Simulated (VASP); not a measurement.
# Co (P6_3/mmc) in VASP: a series of runs

Runs on Co. Level: PBE. Tasks: electric field gradients.

Everything below comes from runs of VASP 6.6.1. Logs are shortened: lines on timing, memory, paths and dates and some standing lists are left out, and cuts for length are marked.

## Step 1: The cell of the first run

Symmetry: P6_3/mmc, No. 194, hexagonal system. Conventional cell: a = 2.468 Å, b = 2.468 Å, c = 4.008 Å, α = 90.00°, β = 90.00°, γ = 120.00°. Co (site symmetry -6m2) has 12 Co at 2.46 to 2.47 Å within 3.2 Å.

## Step 2: Electric field gradients, PBE, collinear spin, ferromagnetic start (10.57 Å³/atom)

INCAR reads:

```
ALGO     = Normal         # electronic algorithm
EDIFF    = 1E-8           # SCF threshold, eV
ENCUT    = 520            # plane-wave cutoff, eV
GGA      = PE             # functional
ISIF     = 2              # what is computed and relaxed
ISMEAR   = -1             # smearing method
ISPIN    = 2              # spin polarisation
LASPH    = True           # aspherical terms in the spheres
LCHARG   = False          # write CHGCAR
LEFG     = True         
LMAXMIX  = 4              # l up to which the mixer works
LORBIT   = 11             # projections on sites
LREAL    = False          # projectors in reciprocal space
LWAVE    = False          # write WAVECAR
MAGMOM   = 2 2            # initial moments
NBANDS   = 20             # bands
NELM     = 150            # most SCF steps
PREC     = Accurate       # precision mode
SIGMA    = 0.08           # smearing width, eV
```

KPOINTS reads:

```
k-points
0
Gamma
  19 19 10
```

POSCAR reads:

```
Co
1.0
    2.4680156958      0.0000000000      0.0000000000
   -1.2340078479      2.1373642896      0.0000000000
    0.0000000000      0.0000000000      4.0081971921
Co
2
Direct
    0.3333333333      0.6666666667      0.2500000000
    0.6666666667      0.3333333333      0.7500000000
```

Potentials or basis: VASP PAW PBE potentials, release 64 (Co).

The run is started by

```bash
> cat potpaw_PBE.64/Co/POTCAR > POTCAR
> mpirun -np 1 vasp_std > vasp.out
```

OUTCAR:

```text
EDIFF = 1E-8
   ENCUT = 520
   GGA = PE
   ISIF = 2
   ISMEAR = -1
   ISPIN = 2
   LASPH = True
   LORBIT = 11
   LREAL = False
   NELM = 150
   PREC = Accurate

 ion  position               nearest neighbor table
   1  0.333  0.667  0.250-   2 2.46   2 2.46   2 2.46   2 2.46   2 2.46   2 2.46
   2  0.667  0.333  0.750-   1 2.46   1 2.46   1 2.46   1 2.46   1 2.46   1 2.46

  LATTYP: Found a hexagonal cell.
 ALAT       =     2.4680156958
 C/A-ratio  =     1.6240566050

  Lattice vectors:

 A1 = (   2.4680156958,   0.0000000000,   0.0000000000)
 A2 = (  -1.2340078479,   2.1373642896,   0.0000000000)
 A3 = (   0.0000000000,   0.0000000000,   4.0081971921)

Analysis of symmetry for initial positions (statically):
=====================================================================
 Subroutine PRICEL returns:
 Original cell was already a primitive cell.

 Routine SETGRP: Setting up the symmetry group for a
 hexagonal supercell.

 Subroutine GETGRP returns: Found 24 space group operations
 (whereof 12 operations were pure point group operations)
 out of a pool of 24 trial point group operations.

The static configuration has the point symmetry D_3d.
 The point group associated with its full space group is D_6h.

Analysis of symmetry for dynamics (positions and initial velocities):
=====================================================================
 Subroutine PRICEL returns:
 Original cell was already a primitive cell.

 Routine SETGRP: Setting up the symmetry group for a
 hexagonal supercell.

 Subroutine GETGRP returns: Found 24 space group operations
 (whereof 12 operations were pure point group operations)
 out of a pool of 24 trial point group operations.

The dynamic configuration has the point symmetry D_3d.
 The point group associated with its full space group is D_6h.

Analysis of structural, dynamic, and magnetic symmetry:
=====================================================================
 Subroutine PRICEL returns:
 Original cell was already a primitive cell.

 Routine SETGRP: Setting up the symmetry group for a
 hexagonal supercell.

 Subroutine GETGRP returns: Found 24 space group operations
 (whereof 12 operations were pure point group operations)
 out of a pool of 24 trial point group operations.

The overall configuration has the point symmetry D_3d.
 The point group associated with its full space group is D_6h.

 Subroutine INISYM returns: Found 24 space group operations
 (whereof 12 operations are pure point group operations),
 and found     1 'primitive' translations

----------------------------------------------------------------------------------------

                                     Primitive cell

  volume of cell :      21.1434

  direct lattice vectors                    reciprocal lattice vectors
     2.468015696  0.000000000  0.000000000     0.405183809  0.233932981  0.000000000
    -1.234007848  2.137364290  0.000000000     0.000000000  0.467865962  0.000000000
     0.000000000  0.000000000  4.008197192     0.000000000  0.000000000  0.249488723

  length of vectors
     2.468015696  2.468015696  4.008197192     0.467865962  0.467865962  0.249488723

  position of ions in fractional coordinates (direct lattice)
     0.333333333  0.666666667  0.250000000
     0.666666667  0.333333333  0.750000000

  ion indices of the primitive-cell ions
   primitive index   ion index
                 1           1
                 2           2

----------------------------------------------------------------------------------------

 KPOINTS: k-points

Automatic generation of k-mesh.
 Grid dimensions read from file:
 generate k-points for:   19   19   10

 Generating k-lattice:

[... 60 lines left out ...]
   NELM   =    150;   NELMIN=  2; NELMDL= -5     # of ELM steps
   EDIFF  = 0.1E-07   stopping-criterion for ELM
   LREAL  =      F    real-space projection
   EDIFFG = 0.1E-06   stopping-criterion for IOM
   NSW    =      0    number of steps for IOM
   IBRION =     -1    ionic relax: 0-MD 1-quasi-New 2-CG
   NFREE  =      0    steps in history (QN), initial steepest desc. (CG)
   ISIF   =      2    stress and relaxation
   ISYM   =      2    0-nonsym 1-usesym 2-fastsym
   POTIM  = 0.5000    time-step for ionic-motion
   TEBEG  =    0.0;   TEEND  =   0.0 temperature during run
   PSTRESS=    0.0 pullay stress
   NELECT =      18.0000    total number of electrons
   NUPDOWN=      -1.0000    fix difference up-down
   EMIN   =  10.00;   EMAX   =-10.00  energy-range for DOS
   EFERMI =   0.00;   METHOD = LEGACY
   ISMEAR =    -1;   SIGMA  =   0.08  broadening in eV -4-tet -1-fermi 0-gaus
   EFERMI_NEDOS =   21; number of points for ismear=-14 and -15
   IALGO  =     38    algorithm
   IMIX   =      4    mixing-type and parameters
     AMIX     =   0.40;   BMIX     =  1.00
     AMIX_MAG =   1.60;   BMIX_MAG =  1.00
  volume/ion in A,a.u.               =      10.57        71.34
  Fermi-wavevector in a.u.,A,eV,Ry     =   1.551579  2.932059 32.754619  2.407397
  Thomas-Fermi vector in A             =   2.656078
   LORBIT       =     11    0 simple, 1 ext, 2 COOP (PROOUT), +10 PAW based schemes
   GGA     = PE    functional components
   LHFCALC =     F    Hartree Fock is set to
   AEXX    =    0.0000 exact exchange contribution
   IVDW    =     0    specifies the selected vdW correction
   LEPSILON=     F    determine dielectric tensor
   LRPA    =     F    only Hartree local field effects (RPA)
 spin polarized calculation
  energy-cutoff  :      520.00
  volume of cell :       21.14
 maximum number of plane-waves:       584
   NGX =  9   NGY =  9   NGZ = 15

 number of electron      17.9999984 magnetization       3.1644644

 Free energy of the ion-electron system (eV)
  ---------------------------------------------------
  ext. energy  EPLUGINS =         0.00000000
  ---------------------------------------------------
  free energy    TOTEN  =       -14.08069802 eV

  energy without entropy =      -14.04268862  energy(sigma->0) =      -14.06169332

 E-fermi :  10.6239     XC(G=0): -13.5572

 val. band max:       10.6233716845   @ k =   0.2105   0.1579   0.4000
 cond. band min:      10.6254531003   @ k =   0.1053   0.0000   0.2000
 fundamental gap:      0.0020814158
 Fermi energy:        10.6239254239

 spin component 1

 k-point     1 :       0.0000    0.0000    0.0000
  band No.  band energies     occupation
      1       1.5674      1.00000
      2       5.3785      1.00000
      3       7.9676      1.00000
      4       8.0130      1.00000
      5       8.0130      1.00000
      6       8.3337      1.00000
[... 541 lines left out ...]
     19      34.4024      0.00000
     20      36.1167      0.00000

 [... further k-points ...]

 spin component 2

 k-point     1 :       0.0000    0.0000    0.0000
  band No.  band energies     occupation
      1       1.5662      1.00000
      2       6.3001      1.00000
      3       9.5655      1.00000
      4       9.6195      1.00000
      5       9.6195      1.00000
      6       9.9932      0.99962
[... 541 lines left out ...]
     19      34.7272      0.00000
     20      36.4688      0.00000

 [... further k-points ...]

------------------------ aborting loop because EDIFF is reached ----------------------------------------

  FORCE on cell =-STRESS in cart. coord.  units (eV):
  Direction    XX          YY          ZZ          XY          YZ          ZX
  --------------------------------------------------------------------------------------
  -------------------------------------------------------------------------------------
  Total        0.7647412      0.7647412      0.5714128      0.0000000      0.0000000      0.0000000
  in kB       57.9494745     57.9494745     43.2997077      0.0000000      0.0000000      0.0000000
  external PRESSURE =      53.0662189 kB  Pullay stress =       0.0000000 kB

 VOLUME and BASIS-vectors are now :
 -----------------------------------------------------------------------------
  energy-cutoff  :      520.00
  volume of cell :       21.14
      direct lattice vectors                 reciprocal lattice vectors
     2.468015696  0.000000000  0.000000000     0.405183809  0.233932981  0.000000000
    -1.234007848  2.137364290  0.000000000     0.000000000  0.467865962  0.000000000
     0.000000000  0.000000000  4.008197192     0.000000000  0.000000000  0.249488723

 POSITION                                       TOTAL-FORCE (eV/Angst)
 -----------------------------------------------------------------------------------
     -0.00000      1.42491      1.00205        -0.000000      0.000000      0.000000
      1.23401      0.71245      3.00615         0.000000     -0.000000      0.000000
 -----------------------------------------------------------------------------------
    total drift:                               -0.000000      0.000000     -0.000000

  FREE ENERGIE OF THE ION-ELECTRON SYSTEM (eV)
  ---------------------------------------------------
  free  energy   TOTEN  =       -14.0806980198 eV

  energy  without entropy=      -14.0426886247  energy(sigma->0) =      -14.06169332

 Electric field gradients (V/A^2)
---------------------------------------------------------------------
 ion       V_xx      V_yy      V_zz      V_xy      V_xz      V_yz
---------------------------------------------------------------------
   1       1.308     1.309    -2.617     0.001     0.000     0.000
   2       1.308     1.309    -2.617     0.001     0.000     0.000
---------------------------------------------------------------------

 Electric field gradients after diagonalization (V/A^2)
 (convention: |V_zz| > |V_xx| > |V_yy|)
----------------------------------------------------------------------
 ion       V_xx      V_yy      V_zz     asymmetry (V_yy - V_xx)/ V_zz
----------------------------------------------------------------------
   1       1.310     1.307    -2.617       0.001
   2       1.310     1.307    -2.617       0.001
----------------------------------------------------------------------

           NMR quadrupolar parameters

 Cq : quadrupolar parameter    Cq=e*Q*V_zz/h
 eta: asymmetry parameters     (V_yy - V_xx)/ V_zz
 Q  : nuclear electric quadrupole moment in mb (millibarn)
----------------------------------------------------------------------
 ion       Cq(MHz)       eta       Q (mb)
----------------------------------------------------------------------
   1      -0.006       0.001       1.000
   2      -0.006       0.001       1.000
----------------------------------------------------------------------

 total charge

# of ion       s       p       d       tot
------------------------------------------
    1        0.500   0.544   7.281   8.325
    2        0.500   0.544   7.281   8.325
--------------------------------------------------
tot          0.999   1.088  14.563  16.650

 magnetization (x)

# of ion       s       p       d       tot
------------------------------------------
    1       -0.015  -0.054   1.667   1.597
    2       -0.015  -0.054   1.667   1.597
--------------------------------------------------
tot         -0.030  -0.109   3.334   3.194
```

It took 2.9 min on 1 thread of Intel Xeon Platinum 8259CL at 2.50GHz (Skylake/Cascade Lake), shared host; peak memory 0.25 GiB.

Results:

- Free energy: -14.0807 eV
- Pressure: 5.3 GPa
- Net moment: 3.16 μB per cell
- Site moments: Co +1.60 μB
- Largest electric field gradient by atom: Co -2.6 V/Å²
- Valence electrons inside the program's atomic spheres: Co 8.32

Electric field gradients, principal values (V/Å²):
| atom | least | middle | greatest (by size) |
| --- | --- | --- | --- |
| 1 Co | 1.307 | 1.310 | -2.617 |
| 2 Co | 1.307 | 1.310 | -2.617 |

Caveat: the cell stands under pressure; without QUAD_EFG the Cq values of the log hold for a quadrupole moment of 1 mb, not for the nuclei.

## Step 3: Electric field gradients, PBE, collinear spin, ferromagnetic start (11.02 Å³/atom)

This run uses another cell than the first one, of 11.02 Å³/atom.

INCAR reads:

```
PREC     = Accurate       # precision mode
ENCUT    = 520            # plane-wave cutoff, eV
EDIFF    = 1E-8           # SCF threshold, eV
ISMEAR   = -1             # smearing method
SIGMA    = 0.08           # smearing width, eV
LREAL    = F              # projectors in reciprocal space
LASPH    = T              # aspherical terms in the spheres
NELM     = 150            # most SCF steps
ALGO     = Normal         # electronic algorithm
ISIF     = 2              # what is computed and relaxed
LWAVE    = F              # write WAVECAR
LCHARG   = F              # write CHGCAR
ISPIN    = 2              # spin polarisation
MAGMOM   = 2 2            # initial moments
LORBIT   = 11             # projections on sites
LMAXMIX  = 4              # l up to which the mixer works
GGA      = PE             # functional
LEFG     = T            
NBANDS   = 20             # bands
```

KPOINTS reads:

```
Automatic mesh
0
Gamma
  19 19 10
```

POSCAR reads:

```
Co
1.0
    2.5020943139      0.0000000000      0.0000000000
   -1.2510471570      2.1668772385      0.0000000000
    0.0000000000      0.0000000000      4.0635427969
Co
2
Direct
    0.3333333333      0.6666666667      0.2500000000
    0.6666666667      0.3333333333      0.7500000000
```

Potentials or basis: VASP PAW PBE potentials, release 64 (Co).

The run is started by

```bash
> cat potpaw_PBE.64/Co/POTCAR > POTCAR
> mpirun -np 1 vasp_std > vasp.out
```

OUTCAR:

```text
PREC = Accurate
   ENCUT = 520
   EDIFF = 1E-8
   ISMEAR = -1
   LREAL = F
   LASPH = T
   NELM = 150
   ISIF = 2
   ISPIN = 2
   LORBIT = 11
   GGA = PE

 ion  position               nearest neighbor table
   1  0.333  0.667  0.250-   2 2.49   2 2.49   2 2.49   2 2.49   2 2.49   2 2.49
   2  0.667  0.333  0.750-   1 2.49   1 2.49   1 2.49   1 2.49   1 2.49   1 2.49

  LATTYP: Found a hexagonal cell.
 ALAT       =     2.5020943139
 C/A-ratio  =     1.6240566050

  Lattice vectors:

 A1 = (   2.5020943139,   0.0000000000,   0.0000000000)
 A2 = (  -1.2510471570,   2.1668772385,   0.0000000000)
 A3 = (   0.0000000000,   0.0000000000,   4.0635427969)

Analysis of symmetry for initial positions (statically):
=====================================================================
 Subroutine PRICEL returns:
 Original cell was already a primitive cell.

 Routine SETGRP: Setting up the symmetry group for a
 hexagonal supercell.
[... 1326 lines left out ...]
 -----------------------------------------------------------------------------------
    total drift:                                0.000000      0.000000     -0.000000

  FREE ENERGIE OF THE ION-ELECTRON SYSTEM (eV)
  ---------------------------------------------------
  free  energy   TOTEN  =       -14.0849341314 eV

  energy  without entropy=      -14.0452287041  energy(sigma->0) =      -14.06508142

 Electric field gradients (V/A^2)
---------------------------------------------------------------------
 ion       V_xx      V_yy      V_zz      V_xy      V_xz      V_yz
---------------------------------------------------------------------
   1       1.081     1.080    -2.161    -0.001     0.000    -0.000
   2       1.081     1.080    -2.161    -0.001    -0.000     0.000
---------------------------------------------------------------------

 Electric field gradients after diagonalization (V/A^2)
 (convention: |V_zz| > |V_xx| > |V_yy|)
----------------------------------------------------------------------
 ion       V_xx      V_yy      V_zz     asymmetry (V_yy - V_xx)/ V_zz
----------------------------------------------------------------------
   1       1.082     1.079    -2.161       0.001
   2       1.082     1.079    -2.161       0.001
----------------------------------------------------------------------

           NMR quadrupolar parameters

 Cq : quadrupolar parameter    Cq=e*Q*V_zz/h
 eta: asymmetry parameters     (V_yy - V_xx)/ V_zz
 Q  : nuclear electric quadrupole moment in mb (millibarn)
----------------------------------------------------------------------
 ion       Cq(MHz)       eta       Q (mb)
----------------------------------------------------------------------
   1      -0.005       0.001       1.000
   2      -0.005       0.001       1.000
----------------------------------------------------------------------

 total charge

# of ion       s       p       d       tot
------------------------------------------
    1        0.482   0.508   7.253   8.244
    2        0.482   0.508   7.253   8.244
--------------------------------------------------
tot          0.965   1.016  14.506  16.487

 magnetization (x)

# of ion       s       p       d       tot
------------------------------------------
    1       -0.015  -0.054   1.709   1.641
    2       -0.015  -0.054   1.709   1.641
--------------------------------------------------
tot         -0.029  -0.107   3.418   3.281
```

Run time: 3.3 min. Hardware: 1 thread of Intel Xeon Platinum 8259CL at 2.50GHz (Skylake/Cascade Lake), shared host; peak memory 0.26 GiB.

What came out:

| Item | Value |
| --- | --- |
| Free energy | -14.0849 eV |
| Pressure | -3.4 GPa |
| Net moment | 3.24 μB per cell |
| Site moments | Co +1.64 μB |
| Largest electric field gradient by atom | Co -2.2 V/Å² |
| Valence electrons inside the program's atomic spheres | Co 8.24 |

Stress tensor (GPa, compression positive):
```
-3.01  0.00  0.00
 0.00 -3.01  0.00
 0.00  0.00 -4.26
```

Levels at points of the mesh, in eV from the Fermi level:
Spin up:
```tsv
k point	band 9	band 10	band 11	band 12	band 13	band 14
(0.00, 0.00, 0.00)	-1.92	-0.86	-0.86	-0.11	6.16	21.90
(0.00, 0.00, 0.50)	-1.16	-1.16	-1.16	-1.16	14.74	14.74
```
Spin down:
```csv
k point,band 5,band 6,band 7,band 8,band 9,band 10
"(0.00, 0.00, 0.00)",-0.92,-0.57,-0.57,-0.18,-0.14,-0.14
"(0.00, 0.00, 0.50)",-0.98,-0.98,-0.98,-0.98,0.71,0.71
```

Electric field gradients, principal values (V/Å²):
```
atom  least  middle  greatest (by size)
1 Co  1.079   1.082              -2.161
2 Co  1.079   1.082              -2.161
```

Caveat: the cell stands under tension; without QUAD_EFG the Cq values of the log hold for a quadrupole moment of 1 mb, not for the nuclei.

[end of part 1 of 3]
